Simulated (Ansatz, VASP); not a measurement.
**One calculation of MoS2, two programs**

```
Mo S
1.0
     3.17550    0.00000    0.00000
    -1.58775    2.75006    0.00000
     0.00000    0.00000   12.19213
Mo S
2 4
Direct
  0.25925 0.66667 0.25000
  0.74075 0.33333 0.75000
  0.40691 0.66667 0.62050
  0.59309 0.33333 0.12050
  0.40691 0.66667 0.87950
  0.59309 0.33333 0.37950
```

Change from the starting cell: mode 4 frozen in at -0.233 Å, equal normal strain along x, y and z +0.0083.

Alike in both runs: task single point; functional PBE; dispersion D3(BJ); k mesh 12 × 12 × 4; occupations gaussian, width 0.05 eV; no spin polarisation.

|  | VASP | Ansatz |
| --- | --- | --- |
| version | VASP 6.6.1 | Ansatz 0.2.0 |
| potentials or method | VASP PAW PBE potentials, release 64 (Mo_sv, S), cutoff 520 eV | scalar-relativistic, plane waves, PAW |
| valence electrons in the cell | 52 | 52 |

Ansatz gave:

```
gap on the k mesh at the Fermi level (eV)                     : 0.79
least direct gap on the mesh (eV)                             : 1.65
pressure (GPa)                                                : -3.5
traceless stress, the component that is largest in VASP (GPa) : -0.13
rms of the force components (eV/Å)                            : 0.205
```

Problem. What did VASP give for the same quantities?

Solution. gap on the k mesh at the Fermi level (eV): 0.80; least direct gap on the mesh (eV): 1.66; pressure (GPa): -3.6; traceless stress, the component that is largest in VASP (GPa): -0.13; rms of the force components (eV/Å): 0.210.

Atom by atom the forces differ by 0.006 eV/Å (rms over components).
